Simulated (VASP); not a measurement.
# AlN (P6_3mc) in VASP: notebook, part 2 of 3

VASP 6.6.1. Earlier steps stand in the parts before.

## (3) Electric field gradients, PBE (volume scaled by 1.01)

Input file INCAR:

```
SYSTEM = AlN
PREC = Accurate
ENCUT = 520
EDIFF = 1E-8
ISMEAR = -1
SIGMA = 0.02
LREAL = .FALSE.
LASPH = .TRUE.
NELM = 80
ALGO = Normal
ISIF = 2
LWAVE = .FALSE.
LCHARG = .FALSE.
GGA = PE
LEFG = .TRUE.
NBANDS = 16
```

Input file KPOINTS:

```
Automatic mesh
0
G
  11 11 6
  0 0 0
```

Input file POSCAR:

```
AlN
1.0
    3.1213377828      0.0000000000      0.0000000000
   -1.5606688914      2.7031578137      0.0000000000
    0.0000000000      0.0000000000      4.9945383275
Al N
2 2
Direct
    0.3333333333      0.6666666667      0.0000000000
    0.6666666667      0.3333333333      0.5000000000
    0.3333333333      0.6666666667      0.3850000000
    0.6666666667      0.3333333333      0.8850000000
```

Potentials or basis: VASP PAW PBE potentials, release 64 (Al, N).

On the command line:

```console
$ cat potpaw_PBE.64/Al/POTCAR potpaw_PBE.64/N/POTCAR > POTCAR
$ mpirun -np 1 vasp_std > vasp.out
```

OUTCAR:

```text
SYSTEM = AlN
   PREC = Accurate
   ENCUT = 520
   EDIFF = 1E-8
   ISMEAR = -1
   LREAL = .FALSE.
   LASPH = .TRUE.
   NELM = 80
   ISIF = 2
   GGA = PE

 ion  position               nearest neighbor table
   1  0.333  0.667  0.000-   4 1.89   4 1.89   4 1.89   3 1.92   2 3.08   2 3.08   2 3.08   2 3.08
                             2 3.08   2 3.08
   2  0.667  0.333  0.500-   3 1.89   3 1.89   3 1.89   4 1.92   1 3.08   1 3.08   1 3.08   1 3.08
                             1 3.08   1 3.08
   3  0.333  0.667  0.385-   2 1.89   2 1.89   2 1.89   1 1.92
   4  0.667  0.333  0.885-   1 1.89   1 1.89   1 1.89   2 1.92

  LATTYP: Found a hexagonal cell.
 ALAT       =     3.1213377828
 C/A-ratio  =     1.6001274694

  Lattice vectors:

 A1 = (   3.1213377828,   0.0000000000,   0.0000000000)
 A2 = (  -1.5606688914,   2.7031578137,   0.0000000000)
 A3 = (   0.0000000000,   0.0000000000,   4.9945383275)

Analysis of symmetry for initial positions (statically):
=====================================================================
 Subroutine PRICEL returns:
 Original cell was already a primitive cell.

 Routine SETGRP: Setting up the symmetry group for a
 hexagonal supercell.

 Subroutine GETGRP returns: Found 12 space group operations
 (whereof  6 operations were pure point group operations)
 out of a pool of 24 trial point group operations.

The static configuration has the point symmetry C_3v.
 The point group associated with its full space group is C_6v.

Analysis of symmetry for dynamics (positions and initial velocities):
=====================================================================
 Subroutine PRICEL returns:
 Original cell was already a primitive cell.

 Routine SETGRP: Setting up the symmetry group for a
 hexagonal supercell.

 Subroutine GETGRP returns: Found 12 space group operations
 (whereof  6 operations were pure point group operations)
 out of a pool of 24 trial point group operations.

The dynamic configuration has the point symmetry C_3v.
 The point group associated with its full space group is C_6v.

 Subroutine INISYM returns: Found 12 space group operations
 (whereof  6 operations are pure point group operations),
 and found     1 'primitive' translations

----------------------------------------------------------------------------------------

                                     Primitive cell

  volume of cell :      42.1413

  direct lattice vectors                    reciprocal lattice vectors
     3.121337783  0.000000000  0.000000000     0.320375451  0.184968853  0.000000000
    -1.560668891  2.703157814  0.000000000     0.000000000  0.369937706  0.000000000
     0.000000000  0.000000000  4.994538327     0.000000000  0.000000000  0.200218706

  length of vectors
     3.121337783  3.121337783  4.994538327     0.369937706  0.369937706  0.200218706

  position of ions in fractional coordinates (direct lattice)
     0.333333333  0.666666667  0.000000000
     0.666666667  0.333333333  0.500000000
     0.333333333  0.666666667  0.385000000
     0.666666667  0.333333333  0.885000000

[... 95 lines left out ...]
   IALGO  =     38    algorithm
   IMIX   =      4    mixing-type and parameters
     AMIX     =   0.40;   BMIX     =  1.00
     AMIX_MAG =   1.60;   BMIX_MAG =  1.00
  volume/ion in A,a.u.               =      10.54        71.10
  Fermi-wavevector in a.u.,A,eV,Ry     =   1.185438  2.240154 19.119780  1.405264
  Thomas-Fermi vector in A             =   2.321632
   LORBIT       =      0    0 simple, 1 ext, 2 COOP (PROOUT), +10 PAW based schemes
   GGA     = PE    functional components
   LHFCALC =     F    Hartree Fock is set to
   AEXX    =    0.0000 exact exchange contribution
   IVDW    =     0    specifies the selected vdW correction
   LEPSILON=     F    determine dielectric tensor
   LRPA    =     F    only Hartree local field effects (RPA)
 non-spin polarized calculation
  energy-cutoff  :      520.00
  volume of cell :       42.14
 maximum number of plane-waves:      1150
 NGX is ok and might be reduce to    24
   NGX = 11   NGY = 11   NGZ = 19

 number of electron      15.9999998 magnetization

 Free energy of the ion-electron system (eV)
  ---------------------------------------------------
  ext. energy  EPLUGINS =         0.00000000
  ---------------------------------------------------
  free energy    TOTEN  =       -29.77538217 eV

  energy without entropy =      -29.77538217  energy(sigma->0) =      -29.77538217

 E-fermi :   6.4931     XC(G=0): -10.8718

 val. band max:        6.1243858028   @ k =   0.0000   0.0000   0.0000
 cond. band min:      10.2014690756   @ k =   0.0000   0.0000   0.0000
 fundamental gap:      4.0770832728
 Fermi energy:         6.4930987597

 k-point     1 :       0.0000    0.0000    0.0000
  band No.  band energies     occupation
      1      -9.0666      2.00000
      2      -6.9471      2.00000
      3       0.1362      2.00000
      4       5.1822      2.00000
      5       5.1822      2.00000
      6       5.8324      2.00000
[... 433 lines left out ...]
      3       1.1568      2.00000
      4       3.0458      2.00000
      5       3.4393      2.00000
      6       4.5462      2.00000
[... 8 lines left out ...]
     15      18.3993      0.00000
     16      19.4797      0.00000

 [... further k-points ...]

------------------------ aborting loop because EDIFF is reached ----------------------------------------

  FORCE on cell =-STRESS in cart. coord.  units (eV):
  Direction    XX          YY          ZZ          XY          YZ          ZX
  --------------------------------------------------------------------------------------
  -------------------------------------------------------------------------------------
  Total        0.5922144      0.5922144      0.1846843      0.0000000      0.0000000      0.0000000
  in kB       22.5155230     22.5155230      7.0215493      0.0000000      0.0000000      0.0000000
  external PRESSURE =      17.3508651 kB  Pullay stress =       0.0000000 kB

 VOLUME and BASIS-vectors are now :
 -----------------------------------------------------------------------------
  energy-cutoff  :      520.00
  volume of cell :       42.14
      direct lattice vectors                 reciprocal lattice vectors
     3.121337783  0.000000000  0.000000000     0.320375451  0.184968853  0.000000000
    -1.560668891  2.703157814  0.000000000     0.000000000  0.369937706  0.000000000
     0.000000000  0.000000000  4.994538327     0.000000000  0.000000000  0.200218706

 POSITION                                       TOTAL-FORCE (eV/Angst)
 -----------------------------------------------------------------------------------
     -0.00000      1.80211      0.00000        -0.000000      0.000000      0.180811
      1.56067      0.90105      2.49727        -0.000000     -0.000000      0.180811
     -0.00000      1.80211      1.92290         0.000000     -0.000000     -0.180811
      1.56067      0.90105      4.42017        -0.000000     -0.000000     -0.180811
 -----------------------------------------------------------------------------------
    total drift:                               -0.000000      0.000000      0.000493

  FREE ENERGIE OF THE ION-ELECTRON SYSTEM (eV)
  ---------------------------------------------------
  free  energy   TOTEN  =       -29.7753821703 eV

  energy  without entropy=      -29.7753821703  energy(sigma->0) =      -29.77538217

 Electric field gradients (V/A^2)
---------------------------------------------------------------------
 ion       V_xx      V_yy      V_zz      V_xy      V_xz      V_yz
---------------------------------------------------------------------
   1      -4.241    -4.241     8.483     0.000     0.000    -0.000
   2      -4.241    -4.241     8.483     0.000    -0.000     0.000
   3      -0.267    -0.268     0.535    -0.000     0.000    -0.000
   4      -0.267    -0.268     0.535    -0.000    -0.000     0.000
---------------------------------------------------------------------

 Electric field gradients after diagonalization (V/A^2)
 (convention: |V_zz| > |V_xx| > |V_yy|)
----------------------------------------------------------------------
 ion       V_xx      V_yy      V_zz     asymmetry (V_yy - V_xx)/ V_zz
----------------------------------------------------------------------
   1      -4.241    -4.241     8.483       0.000
   2      -4.241    -4.241     8.483       0.000
   3      -0.268    -0.267     0.535       0.001
   4      -0.268    -0.267     0.535       0.001
----------------------------------------------------------------------

           NMR quadrupolar parameters

 Cq : quadrupolar parameter    Cq=e*Q*V_zz/h
 eta: asymmetry parameters     (V_yy - V_xx)/ V_zz
 Q  : nuclear electric quadrupole moment in mb (millibarn)
----------------------------------------------------------------------
 ion       Cq(MHz)       eta       Q (mb)
----------------------------------------------------------------------
   1       0.021       0.000       1.000
   2       0.021       0.000       1.000
   3       0.001       0.001       1.000
   4       0.001       0.001       1.000
----------------------------------------------------------------------
```

OSZICAR:

```text
N       E                     dE             d eps       ncg     rms          rms(c)
DAV:   1     0.422928921927E+02    0.42293E+02   -0.73111E+03  2048   0.895E+02
DAV:   2    -0.308999373553E+02   -0.73193E+02   -0.67148E+02  2880   0.187E+02
DAV:   3    -0.344665467593E+02   -0.35666E+01   -0.35555E+01  2512   0.427E+01
DAV:   4    -0.344885372631E+02   -0.21991E-01   -0.21989E-01  2576   0.381E+00
DAV:   5    -0.344888298938E+02   -0.29263E-03   -0.29263E-03  2568   0.441E-01    0.121E+01
DAV:   6    -0.297615062218E+02    0.47273E+01   -0.10662E+01  2456   0.236E+01    0.414E+00
DAV:   7    -0.297870269501E+02   -0.25521E-01   -0.67073E-01  2192   0.576E+00    0.294E+00
DAV:   8    -0.297800099959E+02    0.70170E-02   -0.61284E-02  2272   0.228E+00    0.612E-01
DAV:   9    -0.297748249884E+02    0.51850E-02   -0.12367E-02  2704   0.822E-01    0.250E-01
DAV:  10    -0.297754652202E+02   -0.64023E-03   -0.23887E-03  2224   0.305E-01    0.136E-01
DAV:  11    -0.297753790424E+02    0.86178E-04   -0.18412E-04  2336   0.104E-01    0.338E-02
DAV:  12    -0.297753823255E+02   -0.32830E-05   -0.12407E-05  2288   0.281E-02    0.747E-03
DAV:  13    -0.297753821296E+02    0.19585E-06   -0.44048E-06  2376   0.161E-02    0.581E-03
DAV:  14    -0.297753821329E+02   -0.33244E-08   -0.34576E-07  2448   0.499E-03    0.196E-03
DAV:  15    -0.297753821788E+02   -0.45897E-07   -0.57691E-08  2664   0.180E-03    0.267E-04
DAV:  16    -0.297753821703E+02    0.85063E-08   -0.23259E-09  1264   0.411E-04
   1 F= -.29775382E+02 E0= -.29775382E+02  d E =-.171113E-10
```

Wall time 15 s (1 thread of Intel Xeon 6975P-C (Granite Rapids), shared host); peak memory 0.16 GiB.

What came out:

| Quantity | Value |
| --- | --- |
| Free energy | -29.7754 eV |
| Pressure | 1.7 GPa |
| Largest force | 0.181 eV/Å |
| Band gap on the k mesh | 4.08 eV, direct |

Forces in eV/Å, atoms in the order of the input:
```
Al   0.000  0.000  0.181
Al   0.000  0.000  0.181
N    0.000  0.000 -0.181
N    0.000  0.000 -0.181
```

Stress tensor (GPa, compression positive):
```
2.25 0.00 0.00
0.00 2.25 0.00
0.00 0.00 0.70
```

Electric field gradients, principal values (V/Å²):
```csv
atom,least,middle,greatest (by size)
1 Al,-4.241,-4.241,8.483
2 Al,-4.241,-4.241,8.483
3 N,-0.267,-0.268,0.535
4 N,-0.267,-0.268,0.535
```

Caveat: without QUAD_EFG the Cq values of the log hold for a quadrupole moment of 1 mb, not for the nuclei. A k mesh can miss the band edges.

(Continued in part 3 of 3.)
